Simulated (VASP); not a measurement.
Set up this calculation in VASP 6.6.1, as the native input.

```yaml
Task: single point
Functional: PBE
Potentials_or_basis: VASP PAW PBE potentials, release 64 (Cs_sv, Sn_d, I)
Cutoff: 500 eV
k_mesh: 4 × 4 × 4
Occupations: gaussian, width 0.01 eV
Spin: no spin polarisation
Dipole_correction: no
Further_INCAR_settings: ALGO = Normal; EDIFF = 1e-06; NBANDS = 47
```

The structure of Cs2SnI6 lies in POSCAR:

```
Cs2SnI6
1.0
    0.0000000000      6.0210866498      6.0210866498
    6.0210866498      0.0000000000      6.0210866498
    6.0210866498      6.0210866498      0.0000000000
Cs Sn I
2 1 6
Direct
    0.2500000000      0.2500000000      0.2500000000
    0.7500000000      0.7500000000      0.7500000000
    0.0000000000      0.0000000000      0.0000000000
    0.2416514971      0.7583485029      0.7583485029
    0.2416514971      0.7583485029      0.2416514971
    0.7583485029      0.2416514971      0.7583485029
    0.7583485029      0.2416514971      0.2416514971
    0.7583485029      0.7583485029      0.2416514971
    0.2416514971      0.2416514971      0.7583485029
```

The input as run:

INCAR

```
SYSTEM = Cs2SnI6
PREC     = Accurate       ! precision mode
ENCUT    = 500            ! plane-wave cutoff, eV
EDIFF    = 1E-6           ! SCF threshold, eV
ISMEAR   = 0              ! smearing method
SIGMA    = 0.01           ! smearing width, eV
LREAL    = .FALSE.        ! projectors in reciprocal space
LASPH    = .TRUE.         ! aspherical terms in the spheres
NELM     = 120            ! most SCF steps
ALGO     = Normal         ! electronic algorithm
ISIF     = 2              ! what is computed and relaxed
LWAVE    = .FALSE.        ! write WAVECAR
LCHARG   = .FALSE.        ! write CHGCAR
GGA      = PE             ! functional
NBANDS   = 47             ! bands
GGA_COMPAT= .FALSE.
```

KPOINTS

```
regular mesh
0
G
  4 4 4
  0 0 0
```

Potentials or basis: VASP PAW PBE potentials, release 64 (Cs_sv, Sn_d, I).

Launch:

```console
$ cat potpaw_PBE.64/Cs_sv/POTCAR potpaw_PBE.64/Sn_d/POTCAR potpaw_PBE.64/I/POTCAR > POTCAR
$ mpirun -np 1 vasp_std > vasp.out
```

Results of the run:

| Item | Value |
| --- | --- |
| Pressure | 0.0 GPa |
| Largest force | 0.003 eV/Å |
| Band gap on the k mesh | 0.27 eV |

Caveat: spin-orbit coupling is left out, which moves the levels of the heavy elements.

Wall time 8.3 min on 1 thread of Intel Xeon 8259CL (shared host), peak memory 0.67 GiB.
